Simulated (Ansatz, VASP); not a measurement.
# Two plane-wave programs on B

```xyz
1
Lattice="0.0000 1.4324 1.4324 1.4324 0.0000 1.4324 1.4324 1.4324 0.0000" Properties=species:S:1:pos:R:3 pbc="T T T"
B     0.0000    0.0000    0.0000
```

Alike in both runs: functional PBE; k mesh 16 × 16 × 16; occupations fermi-dirac, width 0.08 eV; no spin polarisation.

Ansatz relaxed the structure, and its values are those at the end. VASP's run is a single point on that final structure, the one shown.

```csv
,VASP,Ansatz
version,VASP 6.6.1,Ansatz 0.2.0
potentials or method,"VASP PAW PBE potentials, release 64 (B)","PAW with Ansatz's earlier generated frozen-core files (soft_1), scalar-relativistic"
plane-wave cutoff (eV),500,420
valence electrons in the cell,3,3
```

```tsv
	VASP	Ansatz	Ansatz less VASP
pressure (GPa)	0.1	0.0	-0.07
```
